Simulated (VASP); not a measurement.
Here is a VASP 6.6.1 calculation.

File INCAR:

```
ALGO = Normal
EDIFF = 1E-6
ENCUT = 520
GGA = PE
ISIF = 2
ISMEAR = 0
LASPH = T
LCHARG = F
LREAL = F
LWAVE = F
NBANDS = 41
NELM = 100
PREC = Accurate
SIGMA = 0.1
```

KPOINTS

```
k-points
0
Gamma
  6 6 10
```

POSCAR

```
Li2GeBr6
1.0
    8.9460461844      0.0000000000      0.0000000000
   -4.4730230922      7.7475032591      0.0000000000
    0.0000000000      0.0000000000      3.6402146996
Li Ge Br
2 1 6
Direct
    0.6666666667      0.3333333333      0.0000000000
    0.3333333333      0.6666666667      0.0000000000
    0.0000000000      0.0000000000      0.0000000000
    0.0000000000      0.3395011261      0.5000000000
    0.6604988739      0.6604988739      0.5000000000
    0.3395011261      0.0000000000      0.5000000000
    0.3395011261      0.3395011261      0.5000000000
    0.0000000000      0.6604988739      0.5000000000
    0.6604988739      0.0000000000      0.5000000000
```

Potentials or basis: VASP PAW PBE potentials, release 64 (Li_sv, Ge_d, Br).

Run with:

```bash
$ cat potpaw_PBE.64/Li_sv/POTCAR potpaw_PBE.64/Ge_d/POTCAR potpaw_PBE.64/Br/POTCAR > POTCAR
$ mpirun -np 1 vasp_std > vasp.out
```

(1) What does it give for the band gap on the k mesh?

Results:

(1) zero (band 31 reaches 1.94 eV, above the bottom of band 32 at 0.99 eV).
